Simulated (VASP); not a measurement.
Runs of VASP 6.6.1 on BiB. The structure is that of space group P6_3/mmc (No. 194), or close to it. The cells are those of the table. 

| task | level | cell | k mesh | cutoff (eV) | gap on the mesh (eV) | pressure (GPa) | relaxed volume (Å³/atom) |
| --- | --- | --- | --- | --- | --- | --- | --- |
| single point | r2SCAN | a = 4.161, b = 4.161, c = 5.589 Å, angles 90.0, 90.0, 120.0°, 4 atoms | 6 × 6 × 4 | 520 | none | 0.0 | - |
| relaxation of cell and atoms | PBE | relaxed from a = 4.012, b = 4.012, c = 5.014 Å, angles 90.0, 90.0, 120.0°, 4 atoms | 6 × 6 × 6 | 600 | none | 0.0 | 21.24 |
| single point | PBE | a = 4.161, b = 4.161, c = 5.589 Å, angles 90.0, 90.0, 120.0°, 4 atoms | 12 × 12 × 6 | 520 | none | (a) | - |
| relaxation of cell and atoms | r2SCAN | relaxed from a = 4.198, b = 4.198, c = 5.567 Å, angles 90.0, 90.0, 120.0°, 4 atoms | 6 × 6 × 4 | 600 | none | 0.0 | 20.97 |
| single point | PBE | a = 4.198, b = 4.198, c = 5.567 Å, angles 90.0, 90.0, 120.0°, 4 atoms | 6 × 6 × 6 | 520 | none | 0.0 | - |
| single point | r2SCAN | a = 4.161, b = 4.161, c = 5.589 Å, angles 90.0, 90.0, 120.0°, 4 atoms | 12 × 12 × 6 | 520 | none | 0.3 | - |

Alike in all rows: potentials or basis VASP PAW PBE potentials, release 64 (B, Bi_d); no spin polarisation; smearing fermi-dirac 0.02 eV.

Problem. Fill in the values left out.

Solution. (a) 1.3.

Caveats: spin-orbit coupling is left out, which moves the levels of the heavy elements; the PAW data sets were made with another functional, which shifts forces and pressure a little (at least some runs); the volume moved by over 15 % at a fixed basis, so the end points are rough (at least some runs).

A k mesh can miss the band edges, and the runs leave out spin-orbit coupling on Bi.

A gap of «none» marks levels without a gap at the run's occupations.
